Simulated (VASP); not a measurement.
SnSe: relaxation of cell and atoms with PBE

The system is SnSe.

```
Sn Se
1.0
     6.92046    0.00000    0.00000
     0.00000    6.92046    0.00000
     0.00000    0.00000    6.92046
Sn Se
4 4
Direct
  0.87500 0.87500 0.87500
  0.62500 0.12500 0.37500
  0.12500 0.37500 0.62500
  0.37500 0.62500 0.12500
  0.37500 0.37500 0.37500
  0.12500 0.62500 0.87500
  0.62500 0.87500 0.12500
  0.87500 0.12500 0.62500
```

The cell was generated, and may not be a known phase.

```yaml
Program: VASP 6.6.1
Task: relaxation of cell and atoms
Functional: PBE
Potentials_or_basis: VASP PAW PBE potentials, release 64 (Sn_d, Se)
Cutoff: 600 eV
k_mesh: 4 × 4 × 4
Occupations: gaussian, width 0.1 eV
Spin: no spin polarisation
Dipole_correction: no
Further_INCAR_settings: ALGO = Normal; EDIFF = 1e-06; IBRION = 2; EDIFFG = -0.04; NSW = 90; ISIF = 3
```

The relaxed volume is 60.23 Å³/atom, the relaxed cell is a = 7.840 Å, b = 7.840 Å, c = 7.840 Å, α = 90.00°, β = 90.00°, γ = 90.00° and the space group after relaxing (to 0.1 Å) is P4_132 (No. 213). The energy gained by relaxing is 517.6 meV/atom. The ionic steps are 4, the pressure after relaxing is 0.0 GPa and the band gap on the k mesh is 0.17 eV (least direct gap 0.19 eV).

The path:
| step | energy change (eV) | largest force (eV/Å) | pressure (GPa) | volume (Å³) |
| --- | --- | --- | --- | --- |
| 1 | 0.0000 | 0.0000 | 12.54 | 331.44 |
| 2 | -4.0507 | 0.0000 | -0.89 | 512.59 |
| 3 | -4.1341 | 0.0000 | 0.27 | 473.33 |
| 4 | -4.1411 | 0.0000 | -0.01 | 481.86 |

Final structure:
```xyz
8
Lattice="7.8399 0.0000 0.0000 0.0000 7.8399 0.0000 0.0000 0.0000 7.8399" Properties=species:S:1:pos:R:3 pbc="T T T"
Sn    6.8599    6.8599    6.8599
Sn    4.8999    0.9800    2.9399
Sn    0.9800    2.9399    4.8999
Sn    2.9399    4.8999    0.9800
Se    2.9399    2.9399    2.9399
Se    0.9800    4.8999    6.8599
Se    4.8999    6.8599    0.9800
Se    6.8599    0.9800    4.8999
```

Levels at points of the mesh, in eV from the valence-band top:
```
           k point  band 37  band 38  band 39  band 40  band 41  band 42  band 43  band 44
(0.00, 0.00, 0.00)    -1.43    -0.06    -0.06    -0.06     0.29     0.29     0.29     1.44
(0.50, 0.00, 0.00)    -1.57    -1.57    -0.14    -0.14     0.17     0.17     1.28     1.28
(0.50, 0.50, 0.00)    -1.55    -1.55    -0.89    -0.89     0.77     0.77     0.87     0.87
(0.50, 0.50, 0.50)    -1.02    -1.02    -1.02    -1.02     0.72     0.72     0.72     0.72
```

Wall time 16 min on 1 thread of Intel Xeon 8259CL, with other jobs on the host, peak memory 0.54 GiB.

Caveat: the volume moved by over 15 % at a fixed basis, so the end points are rough; semilocal functionals underestimate gaps, and a narrow one can read as zero; spin-orbit coupling is left out, which moves the levels of the heavy elements. A k mesh can miss the band edges.
